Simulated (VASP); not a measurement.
# Bi in VASP: a series of runs, part 3 of 3

VASP 6.6.1.

### Step 5. Single point, PBE

This run uses another cell than the first one.

File INCAR:

```
SYSTEM = Bi
ALGO = Normal
DIPOL = 0.5 0.5 0.500
EDIFF = 1E-6
ENCUT = 520
GGA = PE
IDIPOL = 3
ISIF = 2
ISMEAR = 0
LASPH = .TRUE.
LCHARG = .FALSE.
LDIPOL = .TRUE.
LREAL = .FALSE.
LWAVE = .FALSE.
NBANDS = 22
NELM = 80
PREC = Accurate
SIGMA = 0.02
```

File KPOINTS:

```
k-points
0
G
  9 9 1
  0 0 0
```

File POSCAR:

```
Bi
1.0
    4.4890000000      0.0000000000      0.0000000000
   -2.2445000000      3.8875880376      0.0000000000
    0.0000000000      0.0000000000     28.0000000000
Bi
2
Direct
    0.3333333333      0.6666666667      0.5462142857
    0.6666666667      0.3333333333      0.4537857143
```

Potentials or basis: VASP PAW PBE potentials, release 64 (Bi_d).

The run is started by

```sh
cat potpaw_PBE.64/Bi_d/POTCAR > POTCAR
mpirun -np 1 vasp_std > vasp.out
```

OUTCAR:

```text
SYSTEM = Bi
   EDIFF = 1E-6
   ENCUT = 520
   GGA = PE
   ISIF = 2
   ISMEAR = 0
   LASPH = .TRUE.
   LREAL = .FALSE.
   NELM = 80
   PREC = Accurate

 ion  position               nearest neighbor table
   1  0.333  0.667  0.546-   2 3.66   2 3.66   2 3.66
   2  0.667  0.333  0.454-   1 3.66   1 3.66   1 3.66

  LATTYP: Found a hexagonal cell.
 ALAT       =     4.4890000000
 C/A-ratio  =     6.2374693696

  Lattice vectors:

 A1 = (   4.4890000000,   0.0000000000,   0.0000000000)
 A2 = (  -2.2445000000,   3.8875880376,   0.0000000000)
 A3 = (   0.0000000000,   0.0000000000,  28.0000000000)

Analysis of symmetry for initial positions (statically):
=====================================================================
 Subroutine PRICEL returns:
 Original cell was already a primitive cell.

 Routine SETGRP: Setting up the symmetry group for a
 hexagonal supercell.

 Subroutine GETGRP returns: Found 12 space group operations
 (whereof 12 operations were pure point group operations)
 out of a pool of 24 trial point group operations.

The static configuration has the point symmetry D_3d.

Analysis of symmetry for dynamics (positions and initial velocities):
=====================================================================
 Subroutine PRICEL returns:
 Original cell was already a primitive cell.

 Routine SETGRP: Setting up the symmetry group for a
 hexagonal supercell.

 Subroutine GETGRP returns: Found 12 space group operations
 (whereof 12 operations were pure point group operations)
 out of a pool of 24 trial point group operations.

The dynamic configuration has the point symmetry D_3d.

 Subroutine INISYM returns: Found 12 space group operations
 (whereof 12 operations are pure point group operations),
 and found     1 'primitive' translations

----------------------------------------------------------------------------------------

                                     Primitive cell

  volume of cell :     488.6387

  direct lattice vectors                    reciprocal lattice vectors
     4.489000000  0.000000000  0.000000000     0.222766763  0.128614451  0.000000000
    -2.244500000  3.887588038  0.000000000     0.000000000  0.257228901  0.000000000
     0.000000000  0.000000000 28.000000000     0.000000000  0.000000000  0.035714286

  length of vectors
     4.489000000  4.489000000 28.000000000     0.257228901  0.257228901  0.035714286

  position of ions in fractional coordinates (direct lattice)
     0.333333333  0.666666667  0.546214286
     0.666666667  0.333333333  0.453785714

  ion indices of the primitive-cell ions
   primitive index   ion index
                 1           1
                 2           2

----------------------------------------------------------------------------------------

 KPOINTS: k-points

Automatic generation of k-mesh.
 Grid dimensions read from file:
 generate k-points for:    9    9    1

 Generating k-lattice:

  Cartesian coordinates                     Fractional coordinates (reciprocal lattice)
     0.024751863  0.014290495  0.000000000     0.111111111  0.000000000  0.000000000
     0.000000000  0.028580989  0.000000000     0.000000000  0.111111111  0.000000000
     0.000000000  0.000000000  0.035714286     0.000000000  0.000000000  1.000000000

  Length of vectors
     0.028580989  0.028580989  0.035714286

  Shift w.r.t. Gamma in fractional coordinates (k-lattice)
     0.000000000  0.000000000  0.000000000

 Subroutine IBZKPT returns following result:
 ===========================================

 Found     12 irreducible k-points:

 Following reciprocal coordinates:
            Coordinates               Weight
  0.000000  0.000000  0.000000      1.000000
  0.111111 -0.000000  0.000000      6.000000
  0.222222 -0.000000  0.000000      6.000000
  0.333333  0.000000  0.000000      6.000000
  0.444444 -0.000000  0.000000      6.000000
  0.111111  0.111111  0.000000      6.000000
  0.222222  0.111111  0.000000     12.000000
  0.333333  0.111111  0.000000     12.000000
  0.444444  0.111111  0.000000      6.000000
  0.222222  0.222222  0.000000      6.000000
  0.333333  0.222222  0.000000     12.000000
  0.333333  0.333333  0.000000      2.000000
   k-points           NKPTS =     12   k-points in BZ     NKDIM =     12   number of bands    NBANDS=     22
   number of dos      NEDOS =    301   number of ions     NIONS =      2
   total plane-waves  NPLWV = 272160
   dimension x,y,z NGX =    36 NGY =   36 NGZ =  210
   dimension x,y,z NGXF=    72 NGYF=   72 NGZF=  420
   ions per type =               2
   NGX,Y,Z   is equivalent  to a cutoff of  13.33, 13.33, 12.47 a.u.
   NGXF,Y,Z  is equivalent  to a cutoff of  26.66, 26.66, 24.94 a.u.
 SYSTEM =  Bi
   PREC   = accura    normal or accurate (medium, high low for compatibility)
   ISTART =      0    job   : 0-new  1-cont  2-samecut
   ICHARG =      2    charge: 1-file 2-atom 10-const
   ISPIN  =      1    spin polarized calculation?
   LNONCOLLINEAR =      F non collinear calculations
   LSORBIT =      F    spin-orbit coupling
   LASPH  =      T    aspherical Exc in radial PAW
   ENCUT  =  520.0 eV  38.22 Ry    6.18 a.u.   8.35  8.35 52.06*2*pi/ulx,y,z
   NELM   =     80;   NELMIN=  2; NELMDL= -5     # of ELM steps
   EDIFF  = 0.1E-05   stopping-criterion for ELM
   LREAL  =      F    real-space projection
   EDIFFG = 0.1E-04   stopping-criterion for IOM
   NSW    =      0    number of steps for IOM
   IBRION =     -1    ionic relax: 0-MD 1-quasi-New 2-CG
   NFREE  =      0    steps in history (QN), initial steepest desc. (CG)
   ISIF   =      2    stress and relaxation
   ISYM   =      2    0-nonsym 1-usesym 2-fastsym
   POTIM  = 0.5000    time-step for ionic-motion
   TEBEG  =    0.0;   TEEND  =   0.0 temperature during run
   PSTRESS=    0.0 pullay stress
   NELECT =      30.0000    total number of electrons
   NUPDOWN=      -1.0000    fix difference up-down
   EMIN   =  10.00;   EMAX   =-10.00  energy-range for DOS
   EFERMI =   0.00;   METHOD = LEGACY
   ISMEAR =     0;   SIGMA  =   0.02  broadening in eV -4-tet -1-fermi 0-gaus
   EFERMI_NEDOS =   21; number of points for ismear=-14 and -15
   IALGO  =     38    algorithm
   IMIX   =      4    mixing-type and parameters
     AMIX     =   0.40;   BMIX     =  1.00
     AMIX_MAG =   1.60;   BMIX_MAG =  1.00
  volume/ion in A,a.u.               =     244.32      1648.75
  Fermi-wavevector in a.u.,A,eV,Ry     =   0.645832  1.220445  5.674969  0.417098
  Thomas-Fermi vector in A             =   1.713616
   LORBIT       =      0    0 simple, 1 ext, 2 COOP (PROOUT), +10 PAW based schemes
   GGA     = PE    functional components
   LHFCALC =     F    Hartree Fock is set to
   AEXX    =    0.0000 exact exchange contribution
   IVDW    =     0    specifies the selected vdW correction
   LEPSILON=     F    determine dielectric tensor
   LRPA    =     F    only Hartree local field effects (RPA)
 non-spin polarized calculation
 Gauss-broadening in eV      SIGMA  =   0.02
  energy-cutoff  :      520.00
  volume of cell :      488.64
 maximum number of plane-waves:     13239
 NGX is ok and might be reduce to    36
   NGX = 17   NGY = 17   NGZ =105

 number of electron      30.0000002 magnetization

 dipolmoment           0.000000      0.000000     -0.000000 electrons x Angstroem

 Free energy of the ion-electron system (eV)
  ---------------------------------------------------
  ext. energy  EPLUGINS =         0.00000000
  ---------------------------------------------------
  free energy    TOTEN  =        -5.75823205 eV

  energy without entropy =       -5.75772127  energy(sigma->0) =       -5.75797666

 E-fermi :  -2.2167     XC(G=0):  -2.1019

 val. band max:       -2.2390604881   @ k =   0.2222  -0.0000   0.0000
 cond. band min:      -2.1897234914   @ k =   0.3333   0.2222   0.0000
 fundamental gap:      0.0493369966
 Fermi energy:        -2.2166725929

 k-point     1 :       0.0000    0.0000    0.0000
  band No.  band energies     occupation
      1     -25.2890      2.00000
      2     -25.2890      2.00000
      3     -25.2787      2.00000
      4     -25.2701      2.00000
      5     -25.2701      2.00000
      6     -25.2594      2.00000
[... 274 lines left out ...]
      6     -25.2606      2.00000
[... 14 lines left out ...]
     21       3.5066      0.00000
     22       3.8677      0.00000

------------------------ aborting loop because EDIFF is reached ----------------------------------------

 vacuum level on the upper side and lower side of the slab       (xc-potential included)        -0.006        -0.006

  FORCE on cell =-STRESS in cart. coord.  units (eV):
  Direction    XX          YY          ZZ          XY          YZ          ZX
  --------------------------------------------------------------------------------------
  -------------------------------------------------------------------------------------
  Total       -3.5217517     -3.5217517     -6.6240314      0.0000000      0.0000000      0.0000000
  in kB      -11.5473263    -11.5473263    -21.7192634      0.0000000      0.0000000      0.0000000
  external PRESSURE =     -14.9379720 kB  Pullay stress =       0.0000000 kB

 VOLUME and BASIS-vectors are now :
 -----------------------------------------------------------------------------
  energy-cutoff  :      520.00
  volume of cell :      488.64
      direct lattice vectors                 reciprocal lattice vectors
     4.489000000  0.000000000  0.000000000     0.222766763  0.128614451  0.000000000
    -2.244500000  3.887588038  0.000000000     0.000000000  0.257228901  0.000000000
     0.000000000  0.000000000 28.000000000     0.000000000  0.000000000  0.035714286

 POSITION                                       TOTAL-FORCE (eV/Angst)
 -----------------------------------------------------------------------------------
     -0.00000      2.59173     15.29400        -0.000000      0.000000     -2.547257
      2.24450      1.29586     12.70600         0.000000     -0.000000      2.547257
 -----------------------------------------------------------------------------------
    total drift:                                0.000000      0.000000      0.000000

  FREE ENERGIE OF THE ION-ELECTRON SYSTEM (eV)
  ---------------------------------------------------
  free  energy   TOTEN  =        -5.7582320486 eV

  energy  without entropy=       -5.7577212665  energy(sigma->0) =       -5.75797666

 vacuum level on the upper side and lower side of the slab         1.452         1.452
```

stdout:

```text
POSCAR found type information on POSCAR Bi
 POSCAR found :  1 types and       2 ions
 scaLAPACK will be used
 LDA part: xc-table for (Slater+PW92), standard interpolation
 POSCAR, INCAR and KPOINTS ok, starting setup
 FFT: planning ... GRIDC
 FFT: planning ... GRID_SOFT
 FFT: planning ... GRID
 WAVECAR not read
 entering main loop
```

Wall time 2.2 min (1 thread of AMD EPYC 9R45 (Zen 5), shared host); peak memory 0.54 GiB.

What came out:

| Property | Result |
| --- | --- |
| Free energy | -5.7582 eV |
| Largest force | 2.547 eV/Å |
| Band gap on the k mesh | zero (bands 15 and 16 overlap by 0.74 eV) |

Forces on the atoms (eV/Å):
```
Bi   0.000  0.000 -2.547
Bi   0.000  0.000  2.547
```

Caveat: spin-orbit coupling is left out, which moves the levels of the heavy elements.

### Step 6. Overview

```csv
cell,gap on the mesh (eV),largest force (eV/Å)
"a = 4.279, b = 4.279, c = 28.000 Å, angles 90.0, 90.0, 120.0°, 2 atoms, atomic positions A",none,4.81
"a = 4.489, b = 4.489, c = 28.000 Å, angles 90.0, 90.0, 120.0°, 2 atoms, atomic positions A",none,3.01
"a = 4.489, b = 4.489, c = 28.000 Å, angles 90.0, 90.0, 120.0°, 2 atoms, atomic positions B",none,1.48
"a = 4.489, b = 4.489, c = 28.000 Å, angles 90.0, 90.0, 120.0°, 2 atoms, atomic positions C",none,2.55
```

Alike in all rows: task single point; level PBE; potentials or basis VASP PAW PBE potentials, release 64 (Bi_d); no spin polarisation; k mesh 9 × 9 × 1; cutoff (eV) 520; smearing gaussian 0.02 eV.

Caveats: spin-orbit coupling is left out, which moves the levels of the heavy elements.

Total energies depend on the potentials used, so only differences within one code and one set of settings carry meaning.

The gap in the log of VASP goes by the Fermi energy; the results here count the filled bands.